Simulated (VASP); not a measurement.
# La (Im-3m) in VASP: a series of runs

The runs below take La through relaxation of cell and atoms, with PBEsol.

All numbers are computed with VASP 6.6.1; they aren't measurements. Logs are shortened: lines on timing, memory, paths and dates and some standing lists are left out, and cuts for length are marked.

### 1 The cell of the first run

It takes space group Im-3m (No. 229, cubic). Conventional cell: a = 3.636 Å, b = 3.636 Å, c = 3.636 Å, α = 90.00°, β = 90.00°, γ = 90.00°. La (site symmetry m-3m) has 14 La at 3.15 to 3.64 Å within 4.1 Å.

### 2 Relaxation of cell and atoms, PBEsol, target pressure 17 GPa, at which the enthalpy is minimised

INCAR

```
SYSTEM = La
PREC = Accurate
ENCUT = 600
EDIFF = 1E-6
ISMEAR = -1
SIGMA = 0.08
LREAL = .False.
LASPH = .True.
NELM = 80
ALGO = Normal
ISIF = 3
LWAVE = .False.
LCHARG = .False.
GGA = PS
IBRION = 2
NSW = 32
EDIFFG = -0.005
PSTRESS = 170.0
```

KPOINTS

```
Automatic mesh
0
Gamma
  15 15 15
  0 0 0
```

POSCAR

```
La
1.0
   -1.8178326583      1.8178326583      1.8178326583
    1.8178326583     -1.8178326583      1.8178326583
    1.8178326583      1.8178326583     -1.8178326583
La
1
Direct
    0.0000000000      0.0000000000      0.0000000000
```

Potentials or basis: VASP PAW PBE potentials, release 64 (La).

Launch:

```sh
> cat potpaw_PBE.64/La/POTCAR > POTCAR
> mpirun -np 1 vasp_std > vasp.out
```

OUTCAR:

```text
SYSTEM = La
   PREC = Accurate
   ENCUT = 600
   EDIFF = 1E-6
   ISMEAR = -1
   LREAL = .False.
   LASPH = .True.
   NELM = 80
   ISIF = 3
   GGA = PS
   IBRION = 2
   NSW = 32
   EDIFFG = -0.005
   PSTRESS = 170.0

 ion  position               nearest neighbor table
   1  0.000  0.000  0.000-

  LATTYP: Found a body centered cubic cell.
 ALAT       =     3.6356653166

  Lattice vectors:

 A1 = (  -1.8178326583,   1.8178326583,   1.8178326583)
 A2 = (   1.8178326583,  -1.8178326583,   1.8178326583)
 A3 = (   1.8178326583,   1.8178326583,  -1.8178326583)

Analysis of symmetry for initial positions (statically):
=====================================================================
 Subroutine PRICEL returns:
 Original cell was already a primitive cell.

 Routine SETGRP: Setting up the symmetry group for a
 body centered cubic supercell.

 Subroutine GETGRP returns: Found 48 space group operations
 (whereof 48 operations were pure point group operations)
 out of a pool of 48 trial point group operations.

The static configuration has the point symmetry O_h .

Analysis of symmetry for dynamics (positions and initial velocities):
=====================================================================
 Subroutine PRICEL returns:
 Original cell was already a primitive cell.

 Routine SETGRP: Setting up the symmetry group for a
 body centered cubic supercell.

 Subroutine GETGRP returns: Found 48 space group operations
 (whereof 48 operations were pure point group operations)
 out of a pool of 48 trial point group operations.

The dynamic configuration has the point symmetry O_h .

 Subroutine INISYM returns: Found 48 space group operations
 (whereof 48 operations are pure point group operations),
 and found     1 'primitive' translations

----------------------------------------------------------------------------------------

                                     Primitive cell

  volume of cell :      24.0282

  direct lattice vectors                    reciprocal lattice vectors
    -1.817832658  1.817832658  1.817832658     0.000000000  0.275052821  0.275052821
     1.817832658 -1.817832658  1.817832658     0.275052821  0.000000000  0.275052821
     1.817832658  1.817832658 -1.817832658     0.275052821  0.275052821  0.000000000

  length of vectors
     3.148578524  3.148578524  3.148578524     0.388983429  0.388983429  0.388983429

  position of ions in fractional coordinates (direct lattice)
     0.000000000  0.000000000  0.000000000

  ion indices of the primitive-cell ions
   primitive index   ion index
                 1           1

----------------------------------------------------------------------------------------

 KPOINTS: Automatic mesh

Automatic generation of k-mesh.
 Grid dimensions read from file:
 generate k-points for:   15   15   15

 Generating k-lattice:

  Cartesian coordinates                     Fractional coordinates (reciprocal lattice)
     0.000000000  0.018336855  0.018336855     0.066666667  0.000000000  0.000000000
     0.018336855  0.000000000  0.018336855     0.000000000  0.066666667  0.000000000
     0.018336855  0.018336855  0.000000000     0.000000000  0.000000000  0.066666667

  Length of vectors
     0.025932229  0.025932229  0.025932229

  Shift w.r.t. Gamma in fractional coordinates (k-lattice)
     0.000000000  0.000000000  0.000000000

 Subroutine IBZKPT returns following result:
 ===========================================

 Found    120 irreducible k-points:

 Following reciprocal coordinates:
            Coordinates               Weight
  0.000000  0.000000  0.000000      1.000000
  0.066667  0.000000  0.000000     12.000000
  0.133333  0.000000  0.000000     12.000000
  0.200000  0.000000  0.000000     12.000000
  0.266667  0.000000  0.000000     12.000000
  0.333333  0.000000  0.000000     12.000000
[... 16 lines left out ...]
  0.333333  0.200000 -0.000000     48.000000
  0.400000  0.200000  0.000000     24.000000
 [... further k-points ...]
   k-points           NKPTS =    120   k-points in BZ     NKDIM =    120   number of bands    NBANDS=      9
   number of dos      NEDOS =    301   number of ions     NIONS =      1
   total plane-waves  NPLWV =  21952
   dimension x,y,z NGX =    28 NGY =   28 NGZ =   28
   dimension x,y,z NGXF=    56 NGYF=   56 NGZF=   56
   ions per type =               1
   NGX,Y,Z   is equivalent  to a cutoff of  14.78, 14.78, 14.78 a.u.
   NGXF,Y,Z  is equivalent  to a cutoff of  29.57, 29.57, 29.57 a.u.
 SYSTEM =  La
   PREC   = accura    normal or accurate (medium, high low for compatibility)
   ISTART =      0    job   : 0-new  1-cont  2-samecut
   ICHARG =      2    charge: 1-file 2-atom 10-const
   ISPIN  =      1    spin polarized calculation?
   LNONCOLLINEAR =      F non collinear calculations
   LSORBIT =      F    spin-orbit coupling
   LASPH  =      T    aspherical Exc in radial PAW
   ENCUT  =  600.0 eV  44.10 Ry    6.64 a.u.   6.29  6.29  6.29*2*pi/ulx,y,z
   NELM   =     80;   NELMIN=  2; NELMDL= -5     # of ELM steps
   EDIFF  = 0.1E-05   stopping-criterion for ELM
   LREAL  =      F    real-space projection
   EDIFFG = -.5E-02   stopping-criterion for IOM
   NSW    =     32    number of steps for IOM
   IBRION =      2    ionic relax: 0-MD 1-quasi-New 2-CG
   NFREE  =      1    steps in history (QN), initial steepest desc. (CG)
   ISIF   =      3    stress and relaxation
   ISYM   =      2    0-nonsym 1-usesym 2-fastsym
   POTIM  = 0.5000    time-step for ionic-motion
   TEBEG  =    0.0;   TEEND  =   0.0 temperature during run
   PSTRESS=  170.0 pullay stress
   NELECT =      11.0000    total number of electrons
   NUPDOWN=      -1.0000    fix difference up-down
   EMIN   =  10.00;   EMAX   =-10.00  energy-range for DOS
   EFERMI =   0.00;   METHOD = LEGACY
   ISMEAR =    -1;   SIGMA  =   0.08  broadening in eV -4-tet -1-fermi 0-gaus
   EFERMI_NEDOS =   21; number of points for ismear=-14 and -15
   IALGO  =     38    algorithm
   IMIX   =      4    mixing-type and parameters
     AMIX     =   0.40;   BMIX     =  1.00
     AMIX_MAG =   1.60;   BMIX_MAG =  1.00
  volume/ion in A,a.u.               =      24.03       162.15
  Fermi-wavevector in a.u.,A,eV,Ry     =   1.261726  2.384317 21.659839  1.591953
  Thomas-Fermi vector in A             =   2.395171
   LORBIT       =      0    0 simple, 1 ext, 2 COOP (PROOUT), +10 PAW based schemes
   GGA     = PS    functional components
   LHFCALC =     F    Hartree Fock is set to
   AEXX    =    0.0000 exact exchange contribution
   IVDW    =     0    specifies the selected vdW correction
   LEPSILON=     F    determine dielectric tensor
   LRPA    =     F    only Hartree local field effects (RPA)
 conjugate gradient relaxation of ions
 non-spin polarized calculation
  energy-cutoff  :      600.00
  volume of cell :       24.03
 maximum number of plane-waves:       814
 NGX is ok and might be reduce to    28
   NGX = 13   NGY = 13   NGZ = 13

--------------------------------------- Ionic step        1  -------------------------------------------

 number of electron      11.0000000 magnetization

 Free energy of the ion-electron system (eV)
  ---------------------------------------------------
  ext. energy  EPLUGINS =         0.00000000
  ---------------------------------------------------
  free energy    TOTEN  =        -4.78724658 eV

  energy without entropy =       -4.74455118  energy(sigma->0) =       -4.76589888

------------------------ aborting loop because EDIFF is reached ----------------------------------------

  FORCE on cell =-STRESS in cart. coord.  units (eV):
  Direction    XX          YY          ZZ          XY          YZ          ZX
  --------------------------------------------------------------------------------------
  -------------------------------------------------------------------------------------
  Total        2.5880489      2.5880489      2.5880489     -0.0000000      0.0000000     -0.0000000
  in kB      172.5684340    172.5684340    172.5684340     -0.0000000      0.0000000     -0.0000000
  external PRESSURE =       2.5684340 kB  Pullay stress =     170.0000000 kB
[... 59 lines left out ...]
  enthalpy is  TOTEN    =        -2.2377471395 eV   P V=        2.5637690937

--------------------------------------- Ionic step        3  -------------------------------------------

 number of electron      11.0000000 magnetization

 Free energy of the ion-electron system (eV)
  ---------------------------------------------------
  ext. energy  EPLUGINS =         0.00000000
  ---------------------------------------------------
  free energy    TOTEN  =        -4.79543271 eV

  energy without entropy =       -4.75255842  energy(sigma->0) =       -4.77399557

 E-fermi :  12.5888     XC(G=0): -11.5997

 val. band max:       12.5882267833   @ k =   0.2000   0.2000   0.1333
 cond. band min:      12.6070097336   @ k =   0.2667   0.2000  -0.0000
 fundamental gap:      0.0187829502
 Fermi energy:        12.5888125822

 k-point     1 :       0.0000    0.0000    0.0000
  band No.  band energies     occupation
      1     -20.1732      2.00000
      2      -1.3701      2.00000
      3      -1.3701      2.00000
      4      -1.3701      2.00000
      5      10.6291      2.00000
      6      14.4966      0.00000
      7      14.4966      0.00000
      8      14.4966      0.00000
      9      14.5430      0.00000
[... 265 lines left out ...]
 k-point    24 :       0.4000    0.2000    0.0000
  band No.  band energies     occupation
      1     -19.1010      2.00000
      2      -5.1732      2.00000
      3      -3.4907      2.00000
      4      -1.9103      2.00000
      5      11.2206      2.00000
      6      12.7590      0.21287
      7      14.7043      0.00000
      8      14.7824      0.00000
      9      15.4867      0.00000

 [... further k-points ...]
[... 5 lines left out ...]
  --------------------------------------------------------------------------------------
  -------------------------------------------------------------------------------------
  Total        2.5581760      2.5581760      2.5581760      0.0000000      0.0000000     -0.0000000
  in kB      170.0348194    170.0348194    170.0348194      0.0000000      0.0000000     -0.0000000
  external PRESSURE =       0.0348194 kB  Pullay stress =     170.0000000 kB
[... 16 lines left out ...]
  FREE ENERGIE OF THE ION-ELECTRON SYSTEM (eV)
  ---------------------------------------------------
  free  energy   TOTEN  =        -4.7954327132 eV

  energy  without entropy=       -4.7525584211  energy(sigma->0) =       -4.77399557

  enthalpy is  TOTEN    =        -2.2377805578 eV   P V=        2.5576521554

 reached required accuracy - stopping structural energy minimisation
```

It took 41 s on 1 thread of Intel Xeon 6975P-C (Granite Rapids), shared host; peak memory 0.2 GiB.

What came out:

| Item | Value |
| --- | --- |
| Free energy | -4.7954 eV |
| Relaxed volume | 24.10 Å³/atom |
| Relaxed cell | a = 3.152 Å, b = 3.152 Å, c = 3.152 Å, α = 109.47°, β = 109.47°, γ = 109.47° |
| Space group after relaxing (to 0.05 Å) | Im-3m (No. 229) |
| Energy change on relaxing (the enthalpy is what falls) | -8.2 meV/atom |
| Ionic steps | 3 |
| Pressure after relaxing | 17.0 GPa |

Step by step:
| step | energy change (eV) | largest force (eV/Å) | pressure (GPa) | volume (Å³) |
| --- | --- | --- | --- | --- |
| 1 | 0.0000 | 0.0000 | 17.26 | 24.03 |
| 2 | -0.0143 | 0.0000 | 16.81 | 24.16 |
| 3 | -0.0082 | 0.0000 | 17.00 | 24.10 |

Final structure:
```
La
1.0
    -1.81976    1.81976    1.81976
     1.81976   -1.81976    1.81976
     1.81976    1.81976   -1.81976
La
1
Direct
  0.00000 0.00000 0.00000
```

Levels at points of the mesh, in eV from the Fermi level:
| k point | band 2 | band 3 | band 4 | band 5 | band 6 | band 7 | band 8 | band 9 |
| --- | --- | --- | --- | --- | --- | --- | --- | --- |
| (0.00, 0.00, 0.00) | -13.96 | -13.96 | -13.96 | -1.96 | 1.91 | 1.91 | 1.91 | 1.95 |

Caveat: the cell is relaxed towards a set pressure, so the enthalpy falls and the energy may rise; the PAW data sets were made with another functional, which shifts forces and pressure a little; spin-orbit coupling is left out, which moves the levels of the heavy elements.

### 3 Relaxation of cell and atoms, PBEsol, target pressure 17 GPa, at which the enthalpy is minimised

This run uses another cell than the first one, of 24.08 Å³/atom, 1.002 times its volume.

INCAR

```
SYSTEM = La
PREC = Accurate
ENCUT = 600
EDIFF = 1E-7
ISMEAR = -1
SIGMA = 0.08
LREAL = .FALSE.
LASPH = .TRUE.
NELM = 80
ALGO = Normal
ISIF = 3
LWAVE = .FALSE.
LCHARG = .FALSE.
GGA = PS
IBRION = 2
NSW = 60
EDIFFG = -0.005
PSTRESS = 170.0
```

KPOINTS

```
regular mesh
0
G
  15 15 15
  0 0 0
```

POSCAR

```
La
1.0
   -1.8190862981      1.8190862981      1.8190862981
    1.8190862981     -1.8190862981      1.8190862981
    1.8190862981      1.8190862981     -1.8190862981
La
1
Direct
    0.0000000000      0.0000000000      0.0000000000
```

Potentials or basis: VASP PAW PBE potentials, release 64 (La).

Launch:

```sh
> cat potpaw_PBE.64/La/POTCAR > POTCAR
> mpirun -np 1 vasp_std > vasp.out
```

It took 39 s on 1 thread of Intel Xeon 6975P-C (Granite Rapids), shared host; peak memory 0.2 GiB.

It converged, with:

```yaml
Free_energy: -4.7955 eV
Relaxed_volume: 24.11 Å³/atom
Relaxed_cell: a = 3.152 Å, b = 3.152 Å, c = 3.152 Å, α = 109.47°, β = 109.47°, γ = 109.47°
Space_group_after_relaxing_to_0.05_Å: Im-3m (No. 229)
Energy_change_on_relaxing_the_enthalpy_is_what_falls: -2.9 meV/atom
Ionic_steps: 3
Pressure_after_relaxing: 17.0 GPa
```

Step by step:
```
step  energy change (eV)  largest force (eV/Å)  pressure (GPa)  volume (Å³)
   1              0.0000                0.0000           17.10        24.08
   2             -0.0054                0.0000           16.93        24.13
   3             -0.0029                0.0000           17.00        24.11
```

Final structure:
```
CELL_PARAMETERS angstrom
-1.81978 1.81978 1.81978
1.81978 -1.81978 1.81978
1.81978 1.81978 -1.81978
ATOMIC_POSITIONS crystal
La 0.00000 0.00000 0.00000
```

Levels at points of the mesh, in eV from the Fermi level:
| k point | band 2 | band 3 | band 4 | band 5 | band 6 | band 7 | band 8 | band 9 |
| --- | --- | --- | --- | --- | --- | --- | --- | --- |
| (0.00, 0.00, 0.00) | -13.96 | -13.96 | -13.96 | -1.96 | 1.91 | 1.91 | 1.91 | 1.95 |

Caveat: the cell is relaxed towards a set pressure, so the enthalpy falls and the energy may rise; the PAW data sets were made with another functional, which shifts forces and pressure a little; spin-orbit coupling is left out, which moves the levels of the heavy elements.
